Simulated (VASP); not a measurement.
Write the native input for VASP 6.6.1 that does the following.

```yaml
Task: relaxation of cell and atoms
Functional: PBE
Potentials_or_basis: VASP PAW PBE potentials, release 64 (Be, Si, Br)
Cutoff: 600 eV
k_mesh: 18 × 18 × 6
Occupations: gaussian, width 0.1 eV
Spin: no spin polarisation
Dipole_correction: no
Further_INCAR_settings: ALGO = Normal; EDIFF = 1e-06; IBRION = 2; EDIFFG = -0.01; NSW = 100; ISIF = 3
```

The structure of BeSi2Br lies in POSCAR:

```
BeSi2Br
1.0
    2.7895110933      0.0000000000      0.0000000000
   -1.3947555466      2.4157874709      0.0000000000
    0.0000000000      0.0000000000     10.4420456123
Be Si Br
1 2 1
Direct
    0.0000000000      0.0000000000      0.5000000000
    0.0000000000      0.0000000000      0.7174451380
    0.0000000000      0.0000000000      0.2825548620
    0.0000000000      0.0000000000      0.0000000000
```

The cell was generated, and may not be a known phase.

The input as run:

INCAR

```
SYSTEM = BeSi2Br
PREC = Accurate
ENCUT = 600
EDIFF = 1E-6
ISMEAR = 0
SIGMA = 0.1
LREAL = .FALSE.
LASPH = .TRUE.
NELM = 100
ALGO = Normal
ISIF = 3
LWAVE = .FALSE.
LCHARG = .FALSE.
GGA = PE
IBRION = 2
NSW = 100
EDIFFG = -0.01
```

KPOINTS

```
Automatic mesh
0
G
  18 18 6
  0 0 0
```

Potentials or basis: VASP PAW PBE potentials, release 64 (Be, Si, Br).

Run with:

```sh
$ cat potpaw_PBE.64/Be/POTCAR potpaw_PBE.64/Si/POTCAR potpaw_PBE.64/Br/POTCAR > POTCAR
$ mpirun -np 1 vasp_std > vasp.out
```

It gave:

The relaxed volume is 17.61 Å³/atom. The relaxed cell is a = 2.798 Å, b = 2.798 Å, c = 10.389 Å, α = 90.00°, β = 90.00°, γ = 120.00°, the space group after relaxing (to 0.1 Å) is P6/mmm (No. 191) and the energy gained by relaxing is 0.6 meV/atom. The ionic steps are 2, the pressure after relaxing is 0.0 GPa and the largest force after relaxing is 0.006 eV/Å. The band gap on the k mesh is zero (an odd number of electrons rules out a gap without spin polarisation).

Caveat: an odd number of electrons without spin polarisation forces a metal; a magnetic or distorted state may lie lower.

Wall time 96 s on 1 thread of Intel(R) Xeon(R) 6975P-C (Granite Rapids) (shared host), peak memory 0.35 GiB.
